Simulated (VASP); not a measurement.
**B: single point with PBE**

B:

```
B
1.0
     1.67758    0.00000    0.00000
    -0.83879    1.45283    0.00000
     0.00000    0.00000    3.47328
B
1
Direct
  0.00000 0.00000 0.00000
```

This cell differs from its parent crystal: strained.

* Program: VASP 6.6.1
* Task: single point
* Functional: PBE
* Potentials or basis: VASP PAW PBE potentials, release 64 (B)
* Cutoff: 520 eV
* k mesh: 24 × 24 × 10
* Occupations: gaussian, width 0.1 eV
* Spin: no spin polarisation
* Dipole correction: no
* Further INCAR settings: ALGO = Normal; EDIFF = 1e-06; NBANDS = 8

```yaml
Pressure: 13.4 GPa
```

Stress tensor (GPa, compression positive):
```
18.82  0.00  0.00
 0.00 18.82  0.00
 0.00  0.00  2.42
```

Levels at points of the mesh, in eV from the Fermi level:
```tsv
k point	band 1	band 2	band 3	band 4	band 5	band 6	band 7
(0.00, 0.00, 0.00)	-17.62	-6.83	2.49	26.00	26.00	28.80	35.05
(0.50, 0.00, 0.00)	-9.11	1.37	6.65	15.09	16.83	18.45	20.44
(0.00, 0.00, 0.50)	-17.18	-9.17	10.02	15.22	26.01	26.01	47.67
(0.50, 0.00, 0.50)	-9.01	1.95	5.28	11.35	16.86	24.87	30.21
```

It took 12 s on 1 thread of AMD EPYC 7R13 Processor (Zen 3) (shared host), peak memory 0.09 GiB.

Caveat: the cell differs from its parent crystal (strained).
